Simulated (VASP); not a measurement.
# Ir (Fm-3m) in VASP: further runs

The runs below take Ir through single point, relaxation of cell and atoms, with PBEsol.

Program: VASP 6.6.1. These are calculated values, not measurements. Logs are shortened: lines on timing, memory, paths and dates and some standing lists are left out, and cuts for length are marked.

## (1) The cell of the first run

It takes space group Fm-3m (No. 225, cubic). The conventional cell has a = 3.832 Å, b = 3.832 Å, c = 3.832 Å, α = 90.00°, β = 90.00°, γ = 90.00°. Ir (site symmetry m-3m) has 12 Ir at 2.71 Å within 3.6 Å.

## (2) Single point, PBEsol

The input, INCAR:

```
SYSTEM = Ir
ALGO = Normal ; EDIFF = 1E-6
ENCUT = 500 ; GGA = PS
GGA_COMPAT = .FALSE. ; ISIF = 2
ISMEAR = -1 ; LASPH = .TRUE.
LCHARG = .FALSE. ; LREAL = .FALSE.
LWAVE = .FALSE. ; NBANDS = 10
NELM = 120 ; PREC = Accurate
SIGMA = 0.05
```

The input, KPOINTS:

```
k-points
0
G
  11 11 11
  0 0 0
```

The input, POSCAR:

```
Ir
1.0
    0.0000000000      1.9160444548      1.9160444548
    1.9160444548      0.0000000000      1.9160444548
    1.9160444548      1.9160444548      0.0000000000
Ir
1
Direct
    0.0000000000      0.0000000000      0.0000000000
```

Potentials or basis: VASP PAW PBE potentials, release 64 (Ir).

Run with:

```bash
> cat potpaw_PBE.64/Ir/POTCAR > POTCAR
> mpirun -np 1 vasp_std > vasp.out
```

OUTCAR:

```text
SYSTEM = Ir
   EDIFF = 1E-6
   ENCUT = 500
   GGA = PS
   ISIF = 2
   ISMEAR = -1
   LASPH = .TRUE.
   LREAL = .FALSE.
   NELM = 120
   PREC = Accurate

 ion  position               nearest neighbor table
   1  0.000  0.000  0.000-

  LATTYP: Found a face centered cubic cell.
 ALAT       =     3.8320889096

  Lattice vectors:

 A1 = (   0.0000000000,   1.9160444548,   1.9160444548)
 A2 = (   1.9160444548,   0.0000000000,   1.9160444548)
 A3 = (   1.9160444548,   1.9160444548,   0.0000000000)

Analysis of symmetry for initial positions (statically):
=====================================================================
 Subroutine PRICEL returns:
 Original cell was already a primitive cell.

 Routine SETGRP: Setting up the symmetry group for a
 face centered cubic supercell.

 Subroutine GETGRP returns: Found 48 space group operations
 (whereof 48 operations were pure point group operations)
 out of a pool of 48 trial point group operations.

The static configuration has the point symmetry O_h .

Analysis of symmetry for dynamics (positions and initial velocities):
=====================================================================
 Subroutine PRICEL returns:
 Original cell was already a primitive cell.

 Routine SETGRP: Setting up the symmetry group for a
 face centered cubic supercell.

 Subroutine GETGRP returns: Found 48 space group operations
 (whereof 48 operations were pure point group operations)
 out of a pool of 48 trial point group operations.

The dynamic configuration has the point symmetry O_h .

 Subroutine INISYM returns: Found 48 space group operations
 (whereof 48 operations are pure point group operations),
 and found     1 'primitive' translations

----------------------------------------------------------------------------------------

                                     Primitive cell

  volume of cell :      14.0685

  direct lattice vectors                    reciprocal lattice vectors
     0.000000000  1.916044455  1.916044455    -0.260954279  0.260954279  0.260954279
     1.916044455  0.000000000  1.916044455     0.260954279 -0.260954279  0.260954279
     1.916044455  1.916044455  0.000000000     0.260954279  0.260954279 -0.260954279

  length of vectors
     2.709696054  2.709696054  2.709696054     0.451986070  0.451986070  0.451986070

  position of ions in fractional coordinates (direct lattice)
     0.000000000  0.000000000  0.000000000

  ion indices of the primitive-cell ions
   primitive index   ion index
                 1           1

----------------------------------------------------------------------------------------

 KPOINTS: k-points

Automatic generation of k-mesh.
 Grid dimensions read from file:
 generate k-points for:   11   11   11

 Generating k-lattice:

  Cartesian coordinates                     Fractional coordinates (reciprocal lattice)
    -0.023723116  0.023723116  0.023723116     0.090909091  0.000000000  0.000000000
     0.023723116 -0.023723116  0.023723116     0.000000000  0.090909091  0.000000000
     0.023723116  0.023723116 -0.023723116     0.000000000  0.000000000  0.090909091

  Length of vectors
     0.041089643  0.041089643  0.041089643

  Shift w.r.t. Gamma in fractional coordinates (k-lattice)
     0.000000000  0.000000000  0.000000000

 Subroutine IBZKPT returns following result:
 ===========================================

 Found     56 irreducible k-points:

 Following reciprocal coordinates:
            Coordinates               Weight
  0.000000  0.000000  0.000000      1.000000
  0.090909  0.000000  0.000000      8.000000
  0.181818  0.000000  0.000000      8.000000
  0.272727  0.000000  0.000000      8.000000
  0.363636  0.000000  0.000000      8.000000
  0.454545  0.000000  0.000000      8.000000
[... 16 lines left out ...]
 -0.272727  0.181818  0.000000     24.000000
 -0.181818  0.181818  0.000000     12.000000
 [... further k-points ...]
   k-points           NKPTS =     56   k-points in BZ     NKDIM =     56   number of bands    NBANDS=     10
   number of dos      NEDOS =    301   number of ions     NIONS =      1
   total plane-waves  NPLWV =   8000
   dimension x,y,z NGX =    20 NGY =   20 NGZ =   20
   dimension x,y,z NGXF=    40 NGYF=   40 NGZF=   40
   ions per type =               1
   NGX,Y,Z   is equivalent  to a cutoff of  12.27, 12.27, 12.27 a.u.
   NGXF,Y,Z  is equivalent  to a cutoff of  24.54, 24.54, 24.54 a.u.
 SYSTEM =  Ir
   PREC   = accura    normal or accurate (medium, high low for compatibility)
   ISTART =      0    job   : 0-new  1-cont  2-samecut
   ICHARG =      2    charge: 1-file 2-atom 10-const
   ISPIN  =      1    spin polarized calculation?
   LNONCOLLINEAR =      F non collinear calculations
   LSORBIT =      F    spin-orbit coupling
   LASPH  =      T    aspherical Exc in radial PAW
   ENCUT  =  500.0 eV  36.75 Ry    6.06 a.u.   4.94  4.94  4.94*2*pi/ulx,y,z
   NELM   =    120;   NELMIN=  2; NELMDL= -5     # of ELM steps
   EDIFF  = 0.1E-05   stopping-criterion for ELM
   LREAL  =      F    real-space projection
   EDIFFG = 0.1E-04   stopping-criterion for IOM
   NSW    =      0    number of steps for IOM
   IBRION =     -1    ionic relax: 0-MD 1-quasi-New 2-CG
   NFREE  =      0    steps in history (QN), initial steepest desc. (CG)
   ISIF   =      2    stress and relaxation
   ISYM   =      2    0-nonsym 1-usesym 2-fastsym
   POTIM  = 0.5000    time-step for ionic-motion
   TEBEG  =    0.0;   TEEND  =   0.0 temperature during run
   PSTRESS=    0.0 pullay stress
   NELECT =       9.0000    total number of electrons
   NUPDOWN=      -1.0000    fix difference up-down
   EMIN   =  10.00;   EMAX   =-10.00  energy-range for DOS
   EFERMI =   0.00;   METHOD = LEGACY
   ISMEAR =    -1;   SIGMA  =   0.05  broadening in eV -4-tet -1-fermi 0-gaus
   EFERMI_NEDOS =   21; number of points for ismear=-14 and -15
   IALGO  =     38    algorithm
   IMIX   =      4    mixing-type and parameters
     AMIX     =   0.40;   BMIX     =  1.00
     AMIX_MAG =   1.60;   BMIX_MAG =  1.00
  volume/ion in A,a.u.               =      14.07        94.94
  Fermi-wavevector in a.u.,A,eV,Ry     =   1.410609  2.665665 27.073127  1.989819
  Thomas-Fermi vector in A             =   2.532546
   LORBIT       =      0    0 simple, 1 ext, 2 COOP (PROOUT), +10 PAW based schemes
   GGA     = PS    functional components
   LHFCALC =     F    Hartree Fock is set to
   AEXX    =    0.0000 exact exchange contribution
   IVDW    =     0    specifies the selected vdW correction
   LEPSILON=     F    determine dielectric tensor
   LRPA    =     F    only Hartree local field effects (RPA)
 non-spin polarized calculation
  energy-cutoff  :      500.00
  volume of cell :       14.07
 maximum number of plane-waves:       369
   NGX =  9   NGY =  9   NGZ =  9

 number of electron       9.0000000 magnetization

 Free energy of the ion-electron system (eV)
  ---------------------------------------------------
  ext. energy  EPLUGINS =         0.00000000
  ---------------------------------------------------
  free energy    TOTEN  =        -9.79740811 eV

  energy without entropy =       -9.78405255  energy(sigma->0) =       -9.79073033

 E-fermi :  10.2737     XC(G=0): -14.1351

 val. band max:       10.2638256920   @ k =   0.2727   0.2727   0.0000
 cond. band min:      10.2824906327   @ k =   0.3636   0.2727   0.0000
 fundamental gap:      0.0186649407
 Fermi energy:        10.2737448707

 k-point     1 :       0.0000    0.0000    0.0000
  band No.  band energies     occupation
      1      -0.9075      2.00000
      2       6.4035      2.00000
      3       6.4035      2.00000
      4       6.4035      2.00000
      5       9.1456      2.00000
      6       9.1456      2.00000
      7      24.6488      0.00000
      8      30.2603      0.00000
      9      30.2603      0.00000
     10      30.2603      0.00000

 k-point     2 :       0.0909    0.0000    0.0000
  band No.  band energies     occupation
      1      -0.5418      2.00000
      2       6.2148      2.00000
      3       6.5577      2.00000
      4       6.5577      2.00000
      5       9.0509      2.00000
      6       9.0509      2.00000
      7      25.2726      0.00000
      8      28.6007      0.00000
      9      30.8647      0.00000
     10      30.8647      0.00000

 k-point     3 :       0.1818    0.0000    0.0000
  band No.  band energies     occupation
      1       0.4400      2.00000
      2       5.8711      2.00000
      3       6.8386      2.00000
      4       6.8386      2.00000
      5       9.0028      2.00000
      6       9.0028      2.00000
      7      25.9626      0.00000
      8      26.7739      0.00000
      9      32.5260      0.00000
     10      32.5260      0.00000

 k-point     4 :       0.2727    0.0000    0.0000
  band No.  band energies     occupation
      1       1.5653      2.00000
      2       6.0114      2.00000
      3       6.8109      2.00000
      4       6.8109      2.00000
      5       9.5093      2.00000
      6       9.5093      2.00000
      7      23.4734      0.00000
      8      26.9237      0.00000
      9      34.3415      0.00000
     10      34.3424      0.00000
[... 222 lines left out ...]
 k-point    22 :      -0.3636    0.1818    0.0000
  band No.  band energies     occupation
      1       3.3063      2.00000
      2       5.5569      2.00000
      3       6.7661      2.00000
      4       7.3000      2.00000
      5      10.1911      1.67862
      6      13.7384      0.00000
      7      19.0338      0.00000
      8      25.6750      0.00000
      9      27.5966      0.00000
     10      31.1079      0.00000

 k-point    23 :      -0.2727    0.1818    0.0000
  band No.  band energies     occupation
      1       3.2313      2.00000
      2       5.5511      2.00000
      3       6.0647      2.00000
      4       7.4960      2.00000
      5       8.9658      2.00000
      6      12.4353      0.00000
      7      22.1212      0.00000
      8      26.3752      0.00000
      9      28.1083      0.00000
     10      33.1469      0.00000

 k-point    24 :      -0.1818    0.1818    0.0000
  band No.  band energies     occupation
      1       2.3091      2.00000
      2       5.2290      2.00000
      3       6.5818      2.00000
      4       7.8514      2.00000
      5       7.9176      2.00000
      6      11.0177      0.00000
      7      24.5082      0.00000
      8      27.6870      0.00000
      9      29.9100      0.00000
     10      30.7757      0.00000

 [... further k-points ...]
[... 5 lines left out ...]
  --------------------------------------------------------------------------------------
  -------------------------------------------------------------------------------------
  Total        0.0859458      0.0859458      0.0859458     -0.0000000      0.0000000      0.0000000
  in kB        9.7878774      9.7878774      9.7878774     -0.0000000      0.0000000      0.0000000
  external PRESSURE =       9.7878774 kB  Pullay stress =       0.0000000 kB

 VOLUME and BASIS-vectors are now :
 -----------------------------------------------------------------------------
  energy-cutoff  :      500.00
  volume of cell :       14.07
      direct lattice vectors                 reciprocal lattice vectors
     0.000000000  1.916044455  1.916044455    -0.260954279  0.260954279  0.260954279
     1.916044455  0.000000000  1.916044455     0.260954279 -0.260954279  0.260954279
     1.916044455  1.916044455  0.000000000     0.260954279  0.260954279 -0.260954279

 POSITION                                       TOTAL-FORCE (eV/Angst)
 -----------------------------------------------------------------------------------
      0.00000      0.00000      0.00000         0.000000      0.000000     -0.000000
 -----------------------------------------------------------------------------------
    total drift:                                0.000000      0.000000     -0.000000

  FREE ENERGIE OF THE ION-ELECTRON SYSTEM (eV)
  ---------------------------------------------------
  free  energy   TOTEN  =        -9.7974081149 eV

  energy  without entropy=       -9.7840525515  energy(sigma->0) =       -9.79073033
```

Run time: 12 s. Hardware: 1 thread of Intel Xeon 8259CL, shared host; peak memory 0.13 GiB.

What came out:

| Property | Result |
| --- | --- |
| Free energy | -9.7974 eV |
| Pressure | 1.0 GPa |

Caveat: the PAW data sets were made with another functional, which shifts forces and pressure a little; spin-orbit coupling is left out, which moves the levels of the heavy elements.

## (3) Relaxation of cell and atoms, PBEsol

The input, INCAR:

```
PREC = Accurate ; ENCUT = 500
EDIFF = 1E-7 ; ISMEAR = -1
SIGMA = 0.05 ; LREAL = False
LASPH = True ; NELM = 120
ALGO = Normal ; ISIF = 3
LWAVE = False ; LCHARG = False
GGA = PS ; IBRION = 2
NSW = 80 ; EDIFFG = -0.03
GGA_COMPAT = False ; NELMIN = 4
```

The input, KPOINTS:

```
Automatic mesh
0
Gamma
  11 11 11
```

The input, POSCAR:

```
Ir
1.0
    0.0000000000      1.9156000000      1.9156000000
    1.9156000000      0.0000000000      1.9156000000
    1.9156000000      1.9156000000      0.0000000000
Ir
1
Direct
    0.0000000000      0.0000000000      0.0000000000
```

Potentials or basis: VASP PAW PBE potentials, release 64 (Ir).

Run with:

```bash
> cat potpaw_PBE.64/Ir/POTCAR > POTCAR
> mpirun -np 1 vasp_std > vasp.out
```

Wall time 20 s (1 thread of Intel Xeon 8259CL, shared host); peak memory 0.14 GiB.

The run converged. Its results:

```
Free energy                            : -9.7975 eV
Relaxed volume                         : 14.10 Å³/atom
Relaxed cell                           : a = 2.712 Å, b = 2.712 Å, c = 2.712 Å, α = 60.00°, β = 60.00°, γ = 60.00°
Space group after relaxing (to 0.05 Å) : Fm-3m (No. 225)
Energy gained by relaxing              : 0.2 meV/atom
Ionic steps                            : 3
Pressure after relaxing                : 0.0 GPa
```

Step by step:
```
step  energy change (eV)  largest force (eV/Å)  pressure (GPa)  volume (Å³)
   1              0.0000                0.0000            1.25        14.06
   2              0.0026                0.0000           -4.78        14.28
   3             -0.0002                0.0000            0.00        14.10
```

Final structure:
```cif
data_structure
_symmetry_space_group_name_H-M 'P 1'
_symmetry_Int_Tables_number 1
_cell_length_a 2.7120
_cell_length_b 2.7120
_cell_length_c 2.7120
_cell_angle_alpha 60.000
_cell_angle_beta 60.000
_cell_angle_gamma 60.000
_cell_volume 14.10
loop_
_atom_site_label
_atom_site_type_symbol
_atom_site_fract_x
_atom_site_fract_y
_atom_site_fract_z
_atom_site_occupancy
Ir1 Ir 0.00000 0.00000 0.00000 1
```

Levels at points of the mesh, in eV from the Fermi level:
```csv
k point,band 2,band 3,band 4,band 5,band 6,band 7
"(0.00, 0.00, 0.00)",-3.86,-3.86,-3.86,-1.12,-1.12,14.38
```

Caveat: the PAW data sets were made with another functional, which shifts forces and pressure a little; spin-orbit coupling is left out, which moves the levels of the heavy elements.
